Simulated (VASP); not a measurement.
# ZrC (P6_3/mmc) in VASP: a series of runs, part 2 of 2

VASP 6.6.1.

### 3 Single point, PBEsol

This run uses another cell than the first one, of 11.45 Å³/atom, 1.041 times its volume.

Input file INCAR:

```
SYSTEM = ZrC
PREC = Accurate ; ENCUT = 520
EDIFF = 1E-7 ; ISMEAR = 1
SIGMA = 0.05 ; LREAL = .FALSE.
LASPH = .TRUE. ; NELM = 80
ALGO = Normal ; ISIF = 2
LWAVE = .FALSE. ; LCHARG = .FALSE.
GGA = PS ; NBANDS = 24
```

Input file KPOINTS:

```
Automatic mesh
0
G
  8 8 4
  0 0 0
```

Input file POSCAR:

```
ZrC
1.0
    3.2224162267      0.0000000000      0.0000000000
   -1.6112081134      2.7906943139      0.0000000000
    0.0000000000      0.0000000000      5.0927132413
Zr C
2 2
Direct
    0.3333333333      0.6666666667      0.2500000000
    0.6666666667      0.3333333333      0.7500000000
    0.0000000000      0.0000000000      0.0000000000
    0.0000000000      0.0000000000      0.5000000000
```

Potentials or basis: VASP PAW PBE potentials, release 64 (Zr_sv, C).

Launch:

```
$ cat potpaw_PBE.64/Zr_sv/POTCAR potpaw_PBE.64/C/POTCAR > POTCAR
$ mpirun -np 1 vasp_std > vasp.out
```

OUTCAR:

```text
SYSTEM = ZrC
   PREC = Accurate
   ENCUT = 520
   EDIFF = 1E-7
   ISMEAR = 1
   LREAL = .FALSE.
   LASPH = .TRUE.
   NELM = 80
   ISIF = 2
   GGA = PS

 ion  position               nearest neighbor table
   1  0.333  0.667  0.250-   3 2.25   4 2.25   3 2.25   4 2.25   3 2.25   4 2.25   2 3.15   2 3.15
                             2 3.15   2 3.15   2 3.15   2 3.15
   2  0.667  0.333  0.750-   3 2.25   4 2.25   3 2.25   4 2.25   3 2.25   4 2.25   1 3.15   1 3.15
                             1 3.15   1 3.15   1 3.15   1 3.15
   3  0.000  0.000  0.000-   1 2.25   2 2.25   2 2.25   1 2.25   2 2.25   1 2.25
   4  0.000  0.000  0.500-   1 2.25   2 2.25   2 2.25   1 2.25   2 2.25   1 2.25

  LATTYP: Found a hexagonal cell.
 ALAT       =     3.2224162267
 C/A-ratio  =     1.5804020595

  Lattice vectors:

 A1 = (   3.2224162267,   0.0000000000,   0.0000000000)
 A2 = (  -1.6112081134,   2.7906943139,   0.0000000000)
 A3 = (   0.0000000000,   0.0000000000,   5.0927132413)

Analysis of symmetry for initial positions (statically):
=====================================================================
 Subroutine PRICEL returns:
 Original cell was already a primitive cell.

 Routine SETGRP: Setting up the symmetry group for a
 hexagonal supercell.

 Subroutine GETGRP returns: Found 24 space group operations
 (whereof 12 operations were pure point group operations)
 out of a pool of 24 trial point group operations.

The static configuration has the point symmetry D_3d.
 The point group associated with its full space group is D_6h.

Analysis of symmetry for dynamics (positions and initial velocities):
=====================================================================
 Subroutine PRICEL returns:
 Original cell was already a primitive cell.

 Routine SETGRP: Setting up the symmetry group for a
 hexagonal supercell.

 Subroutine GETGRP returns: Found 24 space group operations
 (whereof 12 operations were pure point group operations)
 out of a pool of 24 trial point group operations.

The dynamic configuration has the point symmetry D_3d.
 The point group associated with its full space group is D_6h.

 Subroutine INISYM returns: Found 24 space group operations
 (whereof 12 operations are pure point group operations),
 and found     1 'primitive' translations

----------------------------------------------------------------------------------------

                                     Primitive cell

  volume of cell :      45.7976

  direct lattice vectors                    reciprocal lattice vectors
     3.222416227  0.000000000  0.000000000     0.310326143  0.179166882  0.000000000
    -1.611208113  2.790694314  0.000000000     0.000000000  0.358333765  0.000000000
     0.000000000  0.000000000  5.092713241     0.000000000  0.000000000  0.196358984

  length of vectors
     3.222416227  3.222416227  5.092713241     0.358333765  0.358333765  0.196358984

  position of ions in fractional coordinates (direct lattice)
     0.333333333  0.666666667  0.250000000
     0.666666667  0.333333333  0.750000000
     0.000000000  0.000000000  0.000000000
     0.000000000  0.000000000  0.500000000

  ion indices of the primitive-cell ions
   primitive index   ion index
                 1           1
                 2           2
                 3           3
                 4           4

----------------------------------------------------------------------------------------

 KPOINTS: Automatic mesh

Automatic generation of k-mesh.
 Grid dimensions read from file:
 generate k-points for:    8    8    4

 Generating k-lattice:

  Cartesian coordinates                     Fractional coordinates (reciprocal lattice)
     0.038790768  0.022395860  0.000000000     0.125000000  0.000000000  0.000000000
     0.000000000  0.044791721  0.000000000     0.000000000  0.125000000  0.000000000
     0.000000000  0.000000000  0.049089746     0.000000000  0.000000000  0.250000000

  Length of vectors
     0.044791721  0.044791721  0.049089746

  Shift w.r.t. Gamma in fractional coordinates (k-lattice)
     0.000000000  0.000000000  0.000000000

 Subroutine IBZKPT returns following result:
 ===========================================

 Found     30 irreducible k-points:

 Following reciprocal coordinates:
            Coordinates               Weight
  0.000000  0.000000  0.000000      1.000000
  0.125000 -0.000000  0.000000      6.000000
  0.250000 -0.000000  0.000000      6.000000
  0.375000 -0.000000  0.000000      6.000000
  0.500000 -0.000000  0.000000      3.000000
  0.125000  0.125000  0.000000      6.000000
[... 16 lines left out ...]
  0.250000 -0.000000  0.500000      6.000000
  0.375000 -0.000000  0.500000      6.000000
 [... further k-points ...]
   k-points           NKPTS =     30   k-points in BZ     NKDIM =     30   number of bands    NBANDS=     24
   number of dos      NEDOS =    301   number of ions     NIONS =      4
   total plane-waves  NPLWV =  23040
   dimension x,y,z NGX =    24 NGY =   24 NGZ =   40
   dimension x,y,z NGXF=    48 NGYF=   48 NGZF=   80
   ions per type =               2   2
   NGX,Y,Z   is equivalent  to a cutoff of  12.38, 12.38, 13.06 a.u.
   NGXF,Y,Z  is equivalent  to a cutoff of  24.76, 24.76, 26.12 a.u.
 SYSTEM =  ZrC
   PREC   = accura    normal or accurate (medium, high low for compatibility)
   ISTART =      0    job   : 0-new  1-cont  2-samecut
   ICHARG =      2    charge: 1-file 2-atom 10-const
   ISPIN  =      1    spin polarized calculation?
   LNONCOLLINEAR =      F non collinear calculations
   LSORBIT =      F    spin-orbit coupling
   LASPH  =      T    aspherical Exc in radial PAW
   ENCUT  =  520.0 eV  38.22 Ry    6.18 a.u.   5.99  5.99  9.47*2*pi/ulx,y,z
   NELM   =     80;   NELMIN=  2; NELMDL= -5     # of ELM steps
   EDIFF  = 0.1E-06   stopping-criterion for ELM
   LREAL  =      F    real-space projection
   EDIFFG = 0.1E-05   stopping-criterion for IOM
   NSW    =      0    number of steps for IOM
   IBRION =     -1    ionic relax: 0-MD 1-quasi-New 2-CG
   NFREE  =      0    steps in history (QN), initial steepest desc. (CG)
   ISIF   =      2    stress and relaxation
   ISYM   =      2    0-nonsym 1-usesym 2-fastsym
   POTIM  = 0.5000    time-step for ionic-motion
   TEBEG  =    0.0;   TEEND  =   0.0 temperature during run
   PSTRESS=    0.0 pullay stress
   NELECT =      32.0000    total number of electrons
   NUPDOWN=      -1.0000    fix difference up-down
   EMIN   =  10.00;   EMAX   =-10.00  energy-range for DOS
   EFERMI =   0.00;   METHOD = LEGACY
   ISMEAR =     1;   SIGMA  =   0.05  broadening in eV -4-tet -1-fermi 0-gaus
   EFERMI_NEDOS =   21; number of points for ismear=-14 and -15
   IALGO  =     38    algorithm
   IMIX   =      4    mixing-type and parameters
     AMIX     =   0.40;   BMIX     =  1.00
     AMIX_MAG =   1.60;   BMIX_MAG =  1.00
  volume/ion in A,a.u.               =      11.45        77.26
  Fermi-wavevector in a.u.,A,eV,Ry     =   1.452704  2.745212 28.713038  2.110349
  Thomas-Fermi vector in A             =   2.570055
   LORBIT       =      0    0 simple, 1 ext, 2 COOP (PROOUT), +10 PAW based schemes
   GGA     = PS    functional components
   LHFCALC =     F    Hartree Fock is set to
   AEXX    =    0.0000 exact exchange contribution
   IVDW    =     0    specifies the selected vdW correction
   LEPSILON=     F    determine dielectric tensor
   LRPA    =     F    only Hartree local field effects (RPA)
 non-spin polarized calculation
 Methfessel and Paxton  Order N= 1 SIGMA  =   0.05
  energy-cutoff  :      520.00
  volume of cell :       45.80
 maximum number of plane-waves:      1251
 NGX is ok and might be reduce to    24
   NGX = 11   NGY = 11   NGZ = 19

 number of electron      32.0000001 magnetization

 Free energy of the ion-electron system (eV)
  ---------------------------------------------------
  ext. energy  EPLUGINS =         0.00000000
  ---------------------------------------------------
  free energy    TOTEN  =       -40.05264064 eV

  energy without entropy =      -40.05268202  energy(sigma->0) =      -40.05265443

 E-fermi :  11.3253     XC(G=0): -12.9065

 val. band max:       11.2299149706   @ k =   0.1250   0.1250   0.2500
 cond. band min:      11.3556171920   @ k =   0.2500   0.2500   0.2500
 fundamental gap:      0.1257022213
 Fermi energy:        11.3252906060

 k-point     1 :       0.0000    0.0000    0.0000
  band No.  band energies     occupation
      1     -36.4465      2.00000
      2     -36.2428      2.00000
      3     -15.4204      2.00000
      4     -14.2509      2.00000
      5     -14.2509      2.00000
      6     -14.1138      2.00000
[... 637 lines left out ...]
     23      19.1607      0.00000
     24      19.1607      0.00000

 [... further k-points ...]
[... 5 lines left out ...]
  --------------------------------------------------------------------------------------
  -------------------------------------------------------------------------------------
  Total        8.7370290      8.7370290      8.6955554     -0.0000000      0.0000000      0.0000000
  in kB      305.6548102    305.6548102    304.2039026     -0.0000000      0.0000000      0.0000000
  external PRESSURE =     305.1711743 kB  Pullay stress =       0.0000000 kB

 VOLUME and BASIS-vectors are now :
 -----------------------------------------------------------------------------
  energy-cutoff  :      520.00
  volume of cell :       45.80
      direct lattice vectors                 reciprocal lattice vectors
     3.222416227  0.000000000  0.000000000     0.310326143  0.179166882  0.000000000
    -1.611208113  2.790694314  0.000000000     0.000000000  0.358333765  0.000000000
     0.000000000  0.000000000  5.092713241     0.000000000  0.000000000  0.196358984

 POSITION                                       TOTAL-FORCE (eV/Angst)
 -----------------------------------------------------------------------------------
     -0.00000      1.86046      1.27318         0.000000      0.000000      0.000000
      1.61121      0.93023      3.81953        -0.000000     -0.000000      0.000000
      0.00000      0.00000      0.00000         0.000000      0.000000      0.000000
      0.00000      0.00000      2.54636         0.000000      0.000000      0.000000
 -----------------------------------------------------------------------------------
    total drift:                               -0.000000      0.000000     -0.000000

  FREE ENERGIE OF THE ION-ELECTRON SYSTEM (eV)
  ---------------------------------------------------
  free  energy   TOTEN  =       -40.0526406370 eV

  energy  without entropy=      -40.0526820200  energy(sigma->0) =      -40.05265443
```

OSZICAR:

```text
N       E                     dE             d eps       ncg     rms          rms(c)
DAV:   1     0.253986513365E+03    0.25399E+03   -0.17265E+04  1440   0.137E+03
DAV:   2    -0.255480760955E+02   -0.27953E+03   -0.26341E+03  1736   0.380E+02
DAV:   3    -0.456128990713E+02   -0.20065E+02   -0.19847E+02  2656   0.818E+01
DAV:   4    -0.460587212725E+02   -0.44582E+00   -0.44568E+00  1672   0.123E+01
DAV:   5    -0.460729580419E+02   -0.14237E-01   -0.14236E-01  2280   0.151E+00    0.389E+01
DAV:   6    -0.402195990411E+02    0.58534E+01   -0.25990E+01  1672   0.279E+01    0.161E+01
DAV:   7    -0.400661933870E+02    0.15341E+00   -0.20500E+00  1984   0.738E+00    0.106E+01
DAV:   8    -0.400724830988E+02   -0.62897E-02   -0.26362E-01  1680   0.311E+00    0.174E+00
DAV:   9    -0.400527063317E+02    0.19777E-01   -0.98281E-02  1920   0.134E+00    0.644E-01
DAV:  10    -0.400531056247E+02   -0.39929E-03   -0.56275E-03  1824   0.593E-01    0.338E-01
DAV:  11    -0.400526471734E+02    0.45845E-03   -0.17529E-03  1936   0.210E-01    0.289E-02
DAV:  12    -0.400526430779E+02    0.40956E-05   -0.39774E-05  1728   0.423E-02    0.892E-03
DAV:  13    -0.400526413527E+02    0.17252E-05   -0.45365E-06  1896   0.135E-02    0.567E-03
DAV:  14    -0.400526408338E+02    0.51890E-06   -0.80736E-07  1456   0.503E-03    0.208E-03
DAV:  15    -0.400526406597E+02    0.17406E-06   -0.53763E-08  1128   0.188E-03    0.221E-04
DAV:  16    -0.400526406370E+02    0.22748E-07   -0.10125E-08  1088   0.688E-04
   1 F= -.40052641E+02 E0= -.40052654E+02  d E =0.413830E-04
```

stdout:

```text
POSCAR found type information on POSCAR ZrC
 POSCAR found :  2 types and       4 ions
 scaLAPACK will be used
 -----------------------------------------------------------------------------
|                                                                             |
|                                                                             |
|     You enforced a specific xc type in the INCAR file but a different       |
|     I HOPE YOU KNOW WHAT YOU ARE DOING!                                     |
|                                                                             |
 -----------------------------------------------------------------------------

 LDA part: xc-table for (Slater+PW92), standard interpolation
 POSCAR, INCAR and KPOINTS ok, starting setup
 FFT: planning ... GRIDC
 FFT: planning ... GRID_SOFT
 FFT: planning ... GRID
 WAVECAR not read
 entering main loop
```

Run time: 51 s. Hardware: 1 thread of Intel Xeon 8259CL, shared host; peak memory 0.17 GiB.

Results:

```
Free energy            : -40.0526 eV
Pressure               : 30.5 GPa
Band gap on the k mesh : zero (band 16 reaches 12.17 eV, above the bottom of band 17 at 11.23 eV)
```

Caveat: the PAW data sets were made with another functional, which shifts forces and pressure a little.
